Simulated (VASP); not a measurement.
Crystal: LiH.

```
Li H
1.0
     3.06971    0.00000    0.00000
    -0.63732    3.49842    0.00000
    -0.49107   -0.55371    3.54429
Li H
2 2
Direct
  0.75000 0.69254 0.94184
  0.25000 0.30746 0.05816
  0.33333 0.75000 0.38901
  0.66667 0.25000 0.61099
```

- Program: VASP 6.6.1
- Task: relaxation of cell and atoms
- Functional: PBE
- Potentials or basis: VASP PAW PBE potentials, release 64 (Li_sv, H)
- Cutoff: 600 eV
- k mesh: 6 × 6 × 6
- Occupations: gaussian, width 0.1 eV
- Spin: no spin polarisation

At the start: pressure 2.2 GPa; volume 9.52 Å³/atom.

Task: How do energy, volume and symmetry change on relaxing?

Result: Over 15 steps the energy falls by 641.9 meV/atom and the volume is 7.97 Å³/atom (-16.2 %); space group I4/mmm (No. 139, to 0.05 Å).

The path:
| step | energy change (eV) | largest force (eV/Å) | pressure (GPa) | volume (Å³) |
| --- | --- | --- | --- | --- |
| 1 | 0.0000 | 1.6226 | 2.20 | 38.06 |
| 2 | -0.8980 | 1.2810 | -0.18 | 38.65 |
| 3 | -1.9621 | 0.6467 | -3.69 | 38.82 |
| 4 | -2.0950 | 0.5541 | -2.55 | 36.97 |
| 5 | -2.2456 | 0.5311 | 1.92 | 32.44 |
| 6 | -2.3567 | 0.4500 | 1.77 | 32.32 |
| 7 | -2.4392 | 0.3697 | 1.71 | 32.08 |
| 8 | -2.4404 | 0.3832 | 1.74 | 32.02 |
| 9 | -2.4901 | 0.2147 | -0.35 | 33.28 |
| 10 | -2.4962 | 0.1706 | -1.26 | 33.96 |
| 11 | -2.5257 | 0.1459 | -0.91 | 33.24 |
| 12 | -2.5520 | 0.1488 | 0.12 | 31.92 |
| 13 | -2.5644 | 0.0561 | 0.23 | 31.65 |
| 14 | -2.5644 | 0.0565 | 0.22 | 31.66 |
| 15 | -2.5674 | 0.0258 | -0.09 | 31.90 |

Final structure:
```
CELL_PARAMETERS angstrom
2.80911 0.21513 0.26403
-0.36095 3.93575 0.40094
-0.24163 -0.31665 2.80945
ATOMIC_POSITIONS crystal
Li 0.75360 0.74998 0.74919
Li 0.24640 0.25002 0.25081
H 0.25292 0.74993 0.24702
H 0.74708 0.25007 0.75298
```

Caveat: the cutoff is under 1.25 times the usual one of these potentials, so pressure, stress and relaxed cells hold a basis-set (Pulay) error; the volume moved by over 15 % at a fixed basis, so the end points are rough.
